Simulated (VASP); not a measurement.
# KRe (Pmma) in VASP: further runs, part 2 of 2

VASP 6.6.1. The steps go on from the part before.

### 3 Single point, PBE

This run uses another cell than the first one, of 30.27 Å³/atom.

INCAR

```
SYSTEM = KRe
PREC = Accurate
ENCUT = 520
EDIFF = 1E-6
ISMEAR = 0
SIGMA = 0.1
LREAL = .FALSE.
LASPH = .TRUE.
NELM = 60
ALGO = Normal
ISIF = 2
LWAVE = .FALSE.
LCHARG = .TRUE.
GGA = PE
LELF = .TRUE.
LVHAR = .TRUE.
NBANDS = 24
```

KPOINTS

```
Automatic mesh
0
G
  4 6 4
  0 0 0
```

POSCAR

```
KRe
1.0
    4.0154029349      0.0000000000      0.0000000000
    0.0000000000      2.8839296333      0.0000000000
    0.0000000000      0.0000000000     10.4549593164
K Re
2 2
Direct
    0.7500000000      0.0000000000      0.7109797403
    0.2500000000      0.0000000000      0.2890202597
    0.7500000000      0.5000000000      0.0595041632
    0.2500000000      0.5000000000      0.9404958368
```

Potentials or basis: VASP PAW PBE potentials, release 64 (K_sv, Re).

Launch:

```console
$ cat potpaw_PBE.64/K_sv/POTCAR potpaw_PBE.64/Re/POTCAR > POTCAR
$ mpirun -np 1 vasp_std > vasp.out
```

OUTCAR:

```text
SYSTEM = KRe
   PREC = Accurate
   ENCUT = 520
   EDIFF = 1E-6
   ISMEAR = 0
   LREAL = .FALSE.
   LASPH = .TRUE.
   NELM = 60
   ISIF = 2
   GGA = PE

 ion  position               nearest neighbor table
   1  0.750  0.000  0.711-   4 3.45   4 3.45   4 3.45   4 3.45
   2  0.250  0.000  0.289-   3 3.45   3 3.45   3 3.45   3 3.45
   3  0.750  0.500  0.060-   4 2.36   4 2.36   2 3.45   2 3.45   2 3.45   2 3.45
   4  0.250  0.500  0.940-   3 2.36   3 2.36   1 3.45   1 3.45   1 3.45   1 3.45

  LATTYP: Found a simple orthorhombic cell.
 ALAT       =     2.8839296333
 B/A-ratio  =     1.3923373471
 C/A-ratio  =     3.6252477161

  Lattice vectors:

 A1 = (   0.0000000000,  -2.8839296333,   0.0000000000)
 A2 = (   4.0154029349,   0.0000000000,   0.0000000000)
 A3 = (   0.0000000000,   0.0000000000,  10.4549593164)

Analysis of symmetry for initial positions (statically):
=====================================================================
 Subroutine PRICEL returns:
 Original cell was already a primitive cell.

 Routine SETGRP: Setting up the symmetry group for a
 simple orthorhombic supercell.

 Subroutine GETGRP returns: Found  8 space group operations
 (whereof  4 operations were pure point group operations)
 out of a pool of  8 trial point group operations.

The static configuration has the point symmetry C_2h.
 The point group associated with its full space group is D_2h.

Analysis of symmetry for dynamics (positions and initial velocities):
=====================================================================
 Subroutine PRICEL returns:
 Original cell was already a primitive cell.

 Routine SETGRP: Setting up the symmetry group for a
 simple orthorhombic supercell.

 Subroutine GETGRP returns: Found  8 space group operations
 (whereof  4 operations were pure point group operations)
 out of a pool of  8 trial point group operations.

The dynamic configuration has the point symmetry C_2h.
 The point group associated with its full space group is D_2h.

 Subroutine INISYM returns: Found  8 space group operations
 (whereof  4 operations are pure point group operations),
 and found     1 'primitive' translations

----------------------------------------------------------------------------------------

                                     Primitive cell

  volume of cell :     121.0699

  direct lattice vectors                    reciprocal lattice vectors
     4.015402935  0.000000000  0.000000000     0.249041009  0.000000000  0.000000000
     0.000000000  2.883929633  0.000000000     0.000000000  0.346749098  0.000000000
     0.000000000  0.000000000 10.454959316     0.000000000  0.000000000  0.095648388

  length of vectors
     4.015402935  2.883929633 10.454959316     0.249041009  0.346749098  0.095648388

  position of ions in fractional coordinates (direct lattice)
     0.750000000  0.000000000  0.710979740
     0.250000000  0.000000000  0.289020260
     0.750000000  0.500000000  0.059504163
     0.250000000  0.500000000  0.940495837

  ion indices of the primitive-cell ions
   primitive index   ion index
                 1           1
                 2           2
                 3           3
                 4           4

----------------------------------------------------------------------------------------

 KPOINTS: Automatic mesh

Automatic generation of k-mesh.
 Grid dimensions read from file:
 generate k-points for:    4    6    4

 Generating k-lattice:

  Cartesian coordinates                     Fractional coordinates (reciprocal lattice)
     0.062260252  0.000000000  0.000000000     0.250000000  0.000000000  0.000000000
     0.000000000  0.057791516  0.000000000     0.000000000  0.166666667  0.000000000
     0.000000000  0.000000000  0.023912097     0.000000000  0.000000000  0.250000000

  Length of vectors
     0.062260252  0.057791516  0.023912097

  Shift w.r.t. Gamma in fractional coordinates (k-lattice)
     0.000000000  0.000000000  0.000000000

 Subroutine IBZKPT returns following result:
 ===========================================

 Found     36 irreducible k-points:

 Following reciprocal coordinates:
            Coordinates               Weight
  0.000000  0.000000  0.000000      1.000000
  0.250000  0.000000  0.000000      2.000000
  0.500000  0.000000  0.000000      1.000000
  0.000000  0.166667  0.000000      2.000000
  0.250000  0.166667  0.000000      4.000000
  0.500000  0.166667  0.000000      2.000000
[... 16 lines left out ...]
  0.250000  0.500000  0.250000      4.000000
  0.500000  0.500000  0.250000      2.000000
 [... further k-points ...]
   k-points           NKPTS =     36   k-points in BZ     NKDIM =     36   number of bands    NBANDS=     24
   number of dos      NEDOS =    301   number of ions     NIONS =      4
   total plane-waves  NPLWV =  57600
   dimension x,y,z NGX =    30 NGY =   24 NGZ =   80
   dimension x,y,z NGXF=    60 NGYF=   48 NGZF=  160
   ions per type =               2   2
   NGX,Y,Z   is equivalent  to a cutoff of  12.42, 13.83, 12.72 a.u.
   NGXF,Y,Z  is equivalent  to a cutoff of  24.84, 27.67, 25.44 a.u.
 SYSTEM =  KRe
   PREC   = accura    normal or accurate (medium, high low for compatibility)
   ISTART =      0    job   : 0-new  1-cont  2-samecut
   ICHARG =      2    charge: 1-file 2-atom 10-const
   ISPIN  =      1    spin polarized calculation?
   LNONCOLLINEAR =      F non collinear calculations
   LSORBIT =      F    spin-orbit coupling
   LASPH  =      T    aspherical Exc in radial PAW
   ENCUT  =  520.0 eV  38.22 Ry    6.18 a.u.   7.47  5.36 19.44*2*pi/ulx,y,z
   NELM   =     60;   NELMIN=  2; NELMDL= -5     # of ELM steps
   EDIFF  = 0.1E-05   stopping-criterion for ELM
   LREAL  =      F    real-space projection
   EDIFFG = 0.1E-04   stopping-criterion for IOM
   NSW    =      0    number of steps for IOM
   IBRION =     -1    ionic relax: 0-MD 1-quasi-New 2-CG
   NFREE  =      0    steps in history (QN), initial steepest desc. (CG)
   ISIF   =      2    stress and relaxation
   ISYM   =      2    0-nonsym 1-usesym 2-fastsym
   POTIM  = 0.5000    time-step for ionic-motion
   TEBEG  =    0.0;   TEEND  =   0.0 temperature during run
   PSTRESS=    0.0 pullay stress
   NELECT =      32.0000    total number of electrons
   NUPDOWN=      -1.0000    fix difference up-down
   EMIN   =  10.00;   EMAX   =-10.00  energy-range for DOS
   EFERMI =   0.00;   METHOD = LEGACY
   ISMEAR =     0;   SIGMA  =   0.10  broadening in eV -4-tet -1-fermi 0-gaus
   EFERMI_NEDOS =   21; number of points for ismear=-14 and -15
   IALGO  =     38    algorithm
   IMIX   =      4    mixing-type and parameters
     AMIX     =   0.40;   BMIX     =  1.00
     AMIX_MAG =   1.60;   BMIX_MAG =  1.00
  volume/ion in A,a.u.               =      30.27       204.25
  Fermi-wavevector in a.u.,A,eV,Ry     =   1.050621  1.985386 15.018174  1.103805
  Thomas-Fermi vector in A             =   2.185632
   LORBIT       =      0    0 simple, 1 ext, 2 COOP (PROOUT), +10 PAW based schemes
   GGA     = PE    functional components
   LHFCALC =     F    Hartree Fock is set to
   AEXX    =    0.0000 exact exchange contribution
   IVDW    =     0    specifies the selected vdW correction
   LEPSILON=     F    determine dielectric tensor
   LRPA    =     F    only Hartree local field effects (RPA)
 non-spin polarized calculation
 Gauss-broadening in eV      SIGMA  =   0.10
  energy-cutoff  :      520.00
  volume of cell :      121.07
 maximum number of plane-waves:      3288
 NGX is ok and might be reduce to    30
   NGX = 15   NGY = 11   NGZ = 39

 number of electron      31.9999998 magnetization

 Free energy of the ion-electron system (eV)
  ---------------------------------------------------
  ext. energy  EPLUGINS =         0.00000000
  ---------------------------------------------------
  free energy    TOTEN  =       -22.81370956 eV

  energy without entropy =      -22.80638992  energy(sigma->0) =      -22.81004974

 E-fermi :   2.3241     XC(G=0):  -8.7047

 val. band max:        2.3212237351   @ k =   0.2500   0.5000   0.2500
 cond. band min:       2.3300146559   @ k =   0.2500   0.5000   0.5000
 fundamental gap:      0.0087909208
 Fermi energy:         2.3241098862

 k-point     1 :       0.0000    0.0000    0.0000
  band No.  band energies     occupation
      1     -29.5755      2.00000
      2     -29.5743      2.00000
      3     -13.0200      2.00000
      4     -12.9803      2.00000
      5     -12.9008      2.00000
      6     -12.8975      2.00000
[... 637 lines left out ...]
     23       6.8229      0.00000
     24       6.8269      0.00000

 [... further k-points ...]
[... 5 lines left out ...]
  --------------------------------------------------------------------------------------
  -------------------------------------------------------------------------------------
  Total       -0.9126323      0.0174103     -0.1875833      0.0000000      0.0000000      0.0000000
  in kB      -12.0773114      0.2303991     -2.4823818      0.0000000      0.0000000      0.0000000
  external PRESSURE =      -4.7764314 kB  Pullay stress =       0.0000000 kB

 VOLUME and BASIS-vectors are now :
 -----------------------------------------------------------------------------
  energy-cutoff  :      520.00
  volume of cell :      121.07
      direct lattice vectors                 reciprocal lattice vectors
     4.015402935  0.000000000  0.000000000     0.249041009  0.000000000  0.000000000
     0.000000000  2.883929633  0.000000000     0.000000000  0.346749098  0.000000000
     0.000000000  0.000000000 10.454959316     0.000000000  0.000000000  0.095648388

 POSITION                                       TOTAL-FORCE (eV/Angst)
 -----------------------------------------------------------------------------------
      3.01155      0.00000      7.43326        -0.000000      0.000000      0.000924
      1.00385      0.00000      3.02170         0.000000     -0.000000     -0.000924
      3.01155      1.44196      0.62211        -0.000000      0.000000     -0.232702
      1.00385      1.44196      9.83285        -0.000000      0.000000      0.232702
 -----------------------------------------------------------------------------------
    total drift:                                0.000000      0.000000     -0.000000

  FREE ENERGIE OF THE ION-ELECTRON SYSTEM (eV)
  ---------------------------------------------------
  free  energy   TOTEN  =       -22.8137095617 eV

  energy  without entropy=      -22.8063899214  energy(sigma->0) =      -22.81004974
```

OSZICAR:

```text
N       E                     dE             d eps       ncg     rms          rms(c)
DAV:   1     0.173143399296E+03    0.17314E+03   -0.14442E+04  3232   0.131E+03
DAV:   2    -0.110297412372E+02   -0.18417E+03   -0.17237E+03  2976   0.418E+02
DAV:   3    -0.230338955148E+02   -0.12004E+02   -0.11831E+02  3256   0.988E+01
DAV:   4    -0.239622741229E+02   -0.92838E+00   -0.92178E+00  2384   0.154E+01
DAV:   5    -0.245281429606E+02   -0.56587E+00   -0.56474E+00  3160   0.107E+01    0.290E+01
DAV:   6    -0.231604436775E+02    0.13677E+01   -0.20300E+00  2816   0.104E+01    0.146E+01
DAV:   7    -0.228206706876E+02    0.33977E+00   -0.12405E+00  3328   0.146E+01    0.264E+00
DAV:   8    -0.228157958777E+02    0.48748E-02   -0.84821E-02  2528   0.218E+00    0.991E-01
DAV:   9    -0.228138103929E+02    0.19855E-02   -0.20636E-02  3000   0.142E+00    0.249E-01
DAV:  10    -0.228137255998E+02    0.84793E-04   -0.20493E-03  2776   0.420E-01    0.874E-02
DAV:  11    -0.228137036915E+02    0.21908E-04   -0.39923E-04  2984   0.213E-01    0.245E-02
DAV:  12    -0.228137091017E+02   -0.54101E-05   -0.36036E-05  2416   0.518E-02    0.691E-03
DAV:  13    -0.228137095617E+02   -0.46003E-06   -0.48296E-06  2256   0.251E-02
   1 F= -.22813710E+02 E0= -.22810050E+02  d E =-.731964E-02
```

stdout:

```text
POSCAR found type information on POSCAR K Re
 POSCAR found :  2 types and       4 ions
 scaLAPACK will be used
 LDA part: xc-table for (Slater+PW92), standard interpolation
 POSCAR, INCAR and KPOINTS ok, starting setup
 FFT: planning ... GRIDC
 FFT: planning ... GRID_SOFT
 FFT: planning ... GRID
 WAVECAR not read
 entering main loop
```

It took 75 s on 1 thread of Intel Xeon 6975P-C (Granite Rapids), shared host; peak memory 0.28 GiB.

Results:

```yaml
Free_energy: -22.8137 eV
Pressure: -0.5 GPa
Largest_force: 0.233 eV/Å
Band_gap_on_the_k_mesh: zero (bands 16 and 17 overlap by 1.45 eV)
```

Forces on the atoms (eV/Å):
```
K    0.000  0.000  0.001
K    0.000  0.000 -0.001
Re   0.000  0.000 -0.233
Re   0.000  0.000  0.233
```

Caveat: the k points lie up to 0.39 Å⁻¹ apart, too coarse for converged energies and pressures of a metal; spin-orbit coupling is left out, which moves the levels of the heavy elements.
